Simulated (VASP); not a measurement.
# AlCu3 (Fm-3m) in VASP: notebook

AlCu3 is run at these levels: PBEsol; tasks: single point.

Everything below comes from runs of VASP 6.6.1. Logs are shortened: lines on timing, memory, paths and dates and some standing lists are left out, and cuts for length are marked.

## Step 1: The cell of the first run

It takes space group Fm-3m (No. 225, cubic). Conventional cell: a = 5.698 Å, b = 5.698 Å, c = 5.698 Å, α = 90.00°, β = 90.00°, γ = 90.00°. Within 3.3 Å of Cu (site symmetry -43m) lie 10 Cu at 2.47 to 2.85 Å and 4 Al at 2.47 Å. Cu (site symmetry m-3m) has 8 Cu at 2.47 Å and 6 Al at 2.85 Å within 3.3 Å. Al (site symmetry m-3m) has 14 Cu at 2.47 to 2.85 Å within 3.3 Å.

## Step 2: Single point, PBEsol (volume scaled by 0.96)

The input, INCAR:

```
SYSTEM = AlCu3
PREC = Accurate ; ENCUT = 520
EDIFF = 1E-6 ; ISMEAR = -1
SIGMA = 0.05 ; LREAL = .False.
LASPH = .True. ; NELM = 100
ALGO = Normal ; ISIF = 2
LWAVE = .False. ; LCHARG = .False.
GGA = PS ; NBANDS = 26
```

The input, KPOINTS:

```
regular mesh
0
Gamma
  8 8 8
  0 0 0
```

The input, POSCAR:

```
AlCu3
1.0
    0.0000000000      2.8489790278      2.8489790278
    2.8489790278      0.0000000000      2.8489790278
    2.8489790278      2.8489790278      0.0000000000
Cu Al
3 1
Direct
    0.7500000000      0.7500000000      0.7500000000
    0.2500000000      0.2500000000      0.2500000000
    0.5000000000      0.5000000000      0.5000000000
    0.0000000000      0.0000000000      0.0000000000
```

Potentials or basis: VASP PAW PBE potentials, release 64 (Cu, Al).

Launch:

```
$ cat potpaw_PBE.64/Cu/POTCAR potpaw_PBE.64/Al/POTCAR > POTCAR
$ mpirun -np 1 vasp_std > vasp.out
```

OUTCAR:

```text
SYSTEM = AlCu3
   PREC = Accurate
   ENCUT = 520
   EDIFF = 1E-6
   ISMEAR = -1
   LREAL = .False.
   LASPH = .True.
   NELM = 100
   ISIF = 2
   GGA = PS

 ion  position               nearest neighbor table
   1  0.750  0.750  0.750-   3 2.47   3 2.47   3 2.47   4 2.47   4 2.47   4 2.47   4 2.47   3 2.47

   2  0.250  0.250  0.250-   4 2.47   4 2.47   4 2.47   3 2.47   3 2.47   3 2.47   4 2.47   3 2.47

   3  0.500  0.500  0.500-   2 2.47   2 2.47   2 2.47   1 2.47   1 2.47   1 2.47   2 2.47   1 2.47
                             4 2.85   4 2.85   4 2.85   4 2.85   4 2.85   4 2.85
   4  0.000  0.000  0.000-   1 2.47   1 2.47   1 2.47   2 2.47   2 2.47   2 2.47   2 2.47   1 2.47
                             3 2.85   3 2.85   3 2.85   3 2.85   3 2.85   3 2.85

  LATTYP: Found a face centered cubic cell.
 ALAT       =     5.6979580556

  Lattice vectors:

 A1 = (   0.0000000000,   2.8489790278,   2.8489790278)
 A2 = (   2.8489790278,   0.0000000000,   2.8489790278)
 A3 = (   2.8489790278,   2.8489790278,   0.0000000000)

Analysis of symmetry for initial positions (statically):
=====================================================================
 Subroutine PRICEL returns:
 Original cell was already a primitive cell.

 Routine SETGRP: Setting up the symmetry group for a
 face centered cubic supercell.

 Subroutine GETGRP returns: Found 48 space group operations
 (whereof 48 operations were pure point group operations)
 out of a pool of 48 trial point group operations.

The static configuration has the point symmetry O_h .

Analysis of symmetry for dynamics (positions and initial velocities):
=====================================================================
 Subroutine PRICEL returns:
 Original cell was already a primitive cell.

 Routine SETGRP: Setting up the symmetry group for a
 face centered cubic supercell.

 Subroutine GETGRP returns: Found 48 space group operations
 (whereof 48 operations were pure point group operations)
 out of a pool of 48 trial point group operations.

The dynamic configuration has the point symmetry O_h .

 Subroutine INISYM returns: Found 48 space group operations
 (whereof 48 operations are pure point group operations),
 and found     1 'primitive' translations

----------------------------------------------------------------------------------------

                                     Primitive cell

[... 86 lines left out ...]
   ISTART =      0    job   : 0-new  1-cont  2-samecut
   ICHARG =      2    charge: 1-file 2-atom 10-const
   ISPIN  =      1    spin polarized calculation?
   LNONCOLLINEAR =      F non collinear calculations
   LSORBIT =      F    spin-orbit coupling
   LASPH  =      T    aspherical Exc in radial PAW
   ENCUT  =  520.0 eV  38.22 Ry    6.18 a.u.   7.49  7.49  7.49*2*pi/ulx,y,z
   NELM   =    100;   NELMIN=  2; NELMDL= -5     # of ELM steps
   EDIFF  = 0.1E-05   stopping-criterion for ELM
   LREAL  =      F    real-space projection
   EDIFFG = 0.1E-04   stopping-criterion for IOM
   NSW    =      0    number of steps for IOM
   IBRION =     -1    ionic relax: 0-MD 1-quasi-New 2-CG
   NFREE  =      0    steps in history (QN), initial steepest desc. (CG)
   ISIF   =      2    stress and relaxation
   ISYM   =      2    0-nonsym 1-usesym 2-fastsym
   POTIM  = 0.5000    time-step for ionic-motion
   TEBEG  =    0.0;   TEEND  =   0.0 temperature during run
   PSTRESS=    0.0 pullay stress
   NELECT =      36.0000    total number of electrons
   NUPDOWN=      -1.0000    fix difference up-down
   EMIN   =  10.00;   EMAX   =-10.00  energy-range for DOS
   EFERMI =   0.00;   METHOD = LEGACY
   ISMEAR =    -1;   SIGMA  =   0.05  broadening in eV -4-tet -1-fermi 0-gaus
   EFERMI_NEDOS =   21; number of points for ismear=-14 and -15
   IALGO  =     38    algorithm
   IMIX   =      4    mixing-type and parameters
     AMIX     =   0.40;   BMIX     =  1.00
     AMIX_MAG =   1.60;   BMIX_MAG =  1.00
  volume/ion in A,a.u.               =      11.56        78.03
  Fermi-wavevector in a.u.,A,eV,Ry     =   1.505947  2.845828 30.856340  2.267877
  Thomas-Fermi vector in A             =   2.616729
   LORBIT       =      0    0 simple, 1 ext, 2 COOP (PROOUT), +10 PAW based schemes
   GGA     = PS    functional components
   LHFCALC =     F    Hartree Fock is set to
   AEXX    =    0.0000 exact exchange contribution
   IVDW    =     0    specifies the selected vdW correction
   LEPSILON=     F    determine dielectric tensor
   LRPA    =     F    only Hartree local field effects (RPA)
 non-spin polarized calculation
  energy-cutoff  :      520.00
  volume of cell :       46.25
 maximum number of plane-waves:      1265
 NGX is ok and might be reduce to    30
   NGX = 15   NGY = 15   NGZ = 15

 number of electron      36.0000031 magnetization

 Free energy of the ion-electron system (eV)
  ---------------------------------------------------
  ext. energy  EPLUGINS =         0.00000000
  ---------------------------------------------------
  free energy    TOTEN  =       -17.70458249 eV

  energy without entropy =      -17.70125805  energy(sigma->0) =      -17.70292027

 E-fermi :   9.0666     XC(G=0): -12.6915

 val. band max:        8.9565356773   @ k =   0.3750   0.2500   0.0000
 cond. band min:       9.1975920874   @ k =   0.2500   0.1250   0.0000
 fundamental gap:      0.2410564101
 Fermi energy:         9.0666445261

 k-point     1 :       0.0000    0.0000    0.0000
  band No.  band energies     occupation
      1      -1.8806      2.00000
      2       4.1160      2.00000
      3       4.1160      2.00000
      4       4.2250      2.00000
      5       4.2250      2.00000
      6       4.2250      2.00000
[... 685 lines left out ...]
     25      18.1472      0.00000
     26      21.0968      0.00000

 [... further k-points ...]
[... 5 lines left out ...]
  --------------------------------------------------------------------------------------
  -------------------------------------------------------------------------------------
  Total        1.8909669      1.8909669      1.8909669      0.0000000     -0.0000000     -0.0000000
  in kB       65.5083658     65.5083658     65.5083658      0.0000000     -0.0000000     -0.0000000
  external PRESSURE =      65.5083658 kB  Pullay stress =       0.0000000 kB

 VOLUME and BASIS-vectors are now :
 -----------------------------------------------------------------------------
  energy-cutoff  :      520.00
  volume of cell :       46.25
      direct lattice vectors                 reciprocal lattice vectors
     0.000000000  2.848979028  2.848979028    -0.175501467  0.175501467  0.175501467
     2.848979028  0.000000000  2.848979028     0.175501467 -0.175501467  0.175501467
     2.848979028  2.848979028  0.000000000     0.175501467  0.175501467 -0.175501467

 POSITION                                       TOTAL-FORCE (eV/Angst)
 -----------------------------------------------------------------------------------
      4.27347      4.27347      4.27347        -0.000000      0.000000     -0.000000
      1.42449      1.42449      1.42449         0.000000     -0.000000      0.000000
      2.84898      2.84898      2.84898        -0.000000     -0.000000      0.000000
      0.00000      0.00000      0.00000        -0.000000     -0.000000      0.000000
 -----------------------------------------------------------------------------------
    total drift:                                0.000000     -0.000000      0.000000

  FREE ENERGIE OF THE ION-ELECTRON SYSTEM (eV)
  ---------------------------------------------------
  free  energy   TOTEN  =       -17.7045824852 eV

  energy  without entropy=      -17.7012580490  energy(sigma->0) =      -17.70292027
```

stdout:

```text
POSCAR found type information on POSCAR CuAl
 POSCAR found :  2 types and       4 ions
 scaLAPACK will be used
 -----------------------------------------------------------------------------
|                                                                             |
|                                                                             |
|     You enforced a specific xc type in the INCAR file but a different       |
|     I HOPE YOU KNOW WHAT YOU ARE DOING!                                     |
|                                                                             |
 -----------------------------------------------------------------------------

 LDA part: xc-table for (Slater+PW92), standard interpolation
 POSCAR, INCAR and KPOINTS ok, starting setup
 FFT: planning ... GRIDC
 FFT: planning ... GRID_SOFT
 FFT: planning ... GRID
 WAVECAR not read
 entering main loop
```

Run time: 43 s. Hardware: 1 thread of AMD EPYC 7R43 (Zen 3), shared host; peak memory 0.14 GiB.

What came out:

```
Free energy            : -17.7046 eV
Pressure               : 6.6 GPa
Band gap on the k mesh : zero (band 18 reaches 12.86 eV, above the bottom of band 19 at 6.90 eV)
```

Caveat: the cell differs from its parent crystal (volume scaled by 0.96); the PAW data sets were made with another functional, which shifts forces and pressure a little.

## Step 3: Single point, PBEsol (volume scaled by 0.98)

The input, INCAR:

```
  PREC = Accurate
  ENCUT = 520
  EDIFF = 1E-7
  ISMEAR = -1
  SIGMA = 0.05
  LREAL = False
  LASPH = True
  NELM = 100
  ALGO = Normal
  ISIF = 2
  LWAVE = False
  LCHARG = True
  GGA = PS
  LELF = True
  LVHAR = True
  NBANDS = 26
```

The input, KPOINTS:

```
regular mesh
0
Gamma
  8 8 8
```

The input, POSCAR:

```
AlCu3
1.0
    0.0000000000      2.8686277799      2.8686277799
    2.8686277799      0.0000000000      2.8686277799
    2.8686277799      2.8686277799      0.0000000000
Cu Al
3 1
Direct
    0.7500000000      0.7500000000      0.7500000000
    0.2500000000      0.2500000000      0.2500000000
    0.5000000000      0.5000000000      0.5000000000
    0.0000000000      0.0000000000      0.0000000000
```

Potentials or basis: VASP PAW PBE potentials, release 64 (Cu, Al).

Launch:

```
$ cat potpaw_PBE.64/Cu/POTCAR potpaw_PBE.64/Al/POTCAR > POTCAR
$ mpirun -np 1 vasp_std > vasp.out
```

It took 48 s on 1 thread of AMD EPYC 7R43 (Zen 3), shared host; peak memory 0.15 GiB.

Results (log left out):

| Property | Result |
| --- | --- |
| Free energy | -17.7330 eV |
| Pressure | 3.1 GPa |
| Band gap on the k mesh | zero (band 18 reaches 12.57 eV, above the bottom of band 19 at 6.66 eV) |

Levels at points of the mesh, in eV from the Fermi level:
| k point | band 16 | band 17 | band 18 | band 19 | band 20 | band 21 |
| --- | --- | --- | --- | --- | --- | --- |
| (0.00, 0.00, 0.00) | -2.53 | 3.78 | 3.78 | 3.78 | 4.23 | 4.23 |
| (0.50, 0.00, 0.00) | -2.48 | -2.19 | 2.69 | 2.69 | 2.98 | 2.98 |
| (0.50, 0.50, 0.00) | -2.34 | -2.21 | -2.21 | -2.13 | 2.04 | 2.44 |

Caveat: the cell differs from its parent crystal (volume scaled by 0.98); the PAW data sets were made with another functional, which shifts forces and pressure a little.

## Step 4: Single point, PBEsol

This run uses another cell than the first one, of 12.04 Å³/atom, 1.042 times its volume.

The input, INCAR:

```
PREC = Accurate
ENCUT = 520
EDIFF = 1E-6
ISMEAR = -1
SIGMA = 0.05
LREAL = F
LASPH = T
NELM = 100
ALGO = Fast
ISIF = 2
LWAVE = F
LCHARG = F
GGA = PS
NBANDS = 26
```

KPOINTS is that of step 3.

The input, POSCAR:

```
AlCu3
1.0
    0.0000000000      2.8880109880      2.8880109880
    2.8880109880      0.0000000000      2.8880109880
    2.8880109880      2.8880109880      0.0000000000
Cu Al
3 1
Direct
    0.7500000000      0.7500000000      0.7500000000
    0.2500000000      0.2500000000      0.2500000000
    0.5000000000      0.5000000000      0.5000000000
    0.0000000000      0.0000000000      0.0000000000
```

Launch:

```
$ cat potpaw_PBE.64/Cu/POTCAR potpaw_PBE.64/Al/POTCAR > POTCAR
$ mpirun -np 1 vasp_std > vasp.out
```

Wall time 49 s (1 thread of AMD EPYC 7R43 (Zen 3), shared host); peak memory 0.14 GiB.

The run converged. Its results:

| Quantity | Value |
| --- | --- |
| Free energy | -17.7414 eV |
| Pressure | -0.2 GPa |
| Band gap on the k mesh | zero (band 18 reaches 12.28 eV, above the bottom of band 19 at 6.42 eV) |

Levels at points of the mesh, in eV from the Fermi level:
```
           k point  band 15  band 16  band 17  band 18  band 19  band 20  band 21  band 22
(0.00, 0.00, 0.00)    -2.48    -2.48     3.76     3.76     3.76     4.16     4.16     4.16
(0.50, 0.00, 0.00)    -2.44    -2.44    -2.15     2.68     2.68     2.93     2.93     3.64
(0.50, 0.50, 0.00)    -2.35    -2.30    -2.15    -2.15    -2.10     1.99     2.35    10.90
```

Caveat: the PAW data sets were made with another functional, which shifts forces and pressure a little.

## Step 5: Overview

| cell | gap on the mesh (eV) | pressure (GPa) |
| --- | --- | --- |
| a = 4.029 Å, angles 60.0°, 4 atoms | none | 6.6 |
| a = 4.057 Å, angles 60.0°, 4 atoms | none | 3.1 |
| a = 4.084 Å, angles 60.0°, 4 atoms | none | -0.2 |

Alike in all rows: task single point; level PBEsol; potentials or basis VASP PAW PBE potentials, release 64 (Cu, Al); no spin polarisation; k mesh 8 × 8 × 8; cutoff (eV) 520; smearing fermi-dirac 0.05 eV.

Caveats: the PAW data sets were made with another functional, which shifts forces and pressure a little.

Total energies depend on the potentials used, so only differences within one code and one set of settings carry meaning.
